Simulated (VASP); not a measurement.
Here is a VASP 6.6.1 calculation.

File INCAR:

```
SYSTEM = Li2Sb3
PREC = Accurate
ENCUT = 600
EDIFF = 1E-7
ISMEAR = 0
SIGMA = 0.1
LREAL = .FALSE.
LASPH = .TRUE.
NELM = 60
ALGO = Normal
ISIF = 3
LWAVE = .FALSE.
LCHARG = .FALSE.
GGA = PE
IBRION = 2
NSW = 90
EDIFFG = -0.04
```

Contents of KPOINTS:

```
Automatic mesh
0
G
  6 6 4
  0 0 0
```

The input POSCAR:

```
Li2Sb3
1.0
    4.2773206768      0.0000000000      0.0000000000
   -2.1386603384      3.7042683662      0.0000000000
    0.0000000000      0.0000000000      6.6548161798
Li Sb
2 3
Direct
    0.3333333333      0.6666666667      0.2450000000
    0.6666666667      0.3333333333      0.7550000000
    0.0000000000      0.0000000000      0.0000000000
    0.3333333333      0.6666666667      0.6450000000
    0.6666666667      0.3333333333      0.3550000000
```

Potentials or basis: VASP PAW PBE potentials, release 64 (Li_sv, Sb).

Launch:

```bash
$ cat potpaw_PBE.64/Li_sv/POTCAR potpaw_PBE.64/Sb/POTCAR > POTCAR
$ mpirun -np 1 vasp_std > vasp.out
```

Problem. Estimate the relaxed volume.

Solution. 23.40 Å³/atom.

Problem. Estimate the relaxed cell.

Solution. a = 4.747 Å, b = 4.747 Å, c = 5.996 Å, α = 90.00°, β = 90.00°, γ = 120.00°.

Problem. Predict the space group after relaxing (to 0.05 Å).

Solution. P-3m1 (No. 164).

The path:
```
step  energy change (eV)  largest force (eV/Å)  pressure (GPa)  volume (Å³)
   1              0.0000                1.1365            6.69       105.44
   2             -0.3950                0.6997           -0.04       119.44
   3             -0.4062                0.6246           -1.11       122.77
   4             -0.5066                0.6107           -1.04       122.06
   5             -0.6946                0.5911           -0.39       119.51
   6             -0.6764                0.6522            2.09       112.39
   7             -0.7370                0.6701            0.64       116.43
   8             -0.7300                0.6871            1.31       114.51
   9             -0.7904                0.4571            0.68       115.51
  10             -0.8140                0.1230           -0.04       116.91
  11             -0.8153                0.1922            0.08       116.63
  12             -0.8415                0.1834            0.11       116.59
  13             -0.8834                0.1510            0.17       116.31
  14             -0.8850                0.1440            0.20       116.21
  15             -0.8890                0.1387           -0.01       116.74
  16             -0.8957                0.1238           -0.61       118.35
  17             -0.8984                0.1221           -0.55       118.17
  18             -0.9059                0.1174           -0.36       117.60
  19             -0.9166                0.1063            0.05       116.48
  20             -0.9139                0.1765            1.08       114.25
  21             -0.9199                0.0940            0.43       115.58
  22             -0.9236                0.0660            0.28       116.06
  23             -0.9257                0.0812            0.07       116.81
  24             -0.9265                0.0384           -0.02       116.99
```

Caveat: the cutoff is under 1.25 times the usual one of these potentials, so pressure, stress and relaxed cells hold a basis-set (Pulay) error.
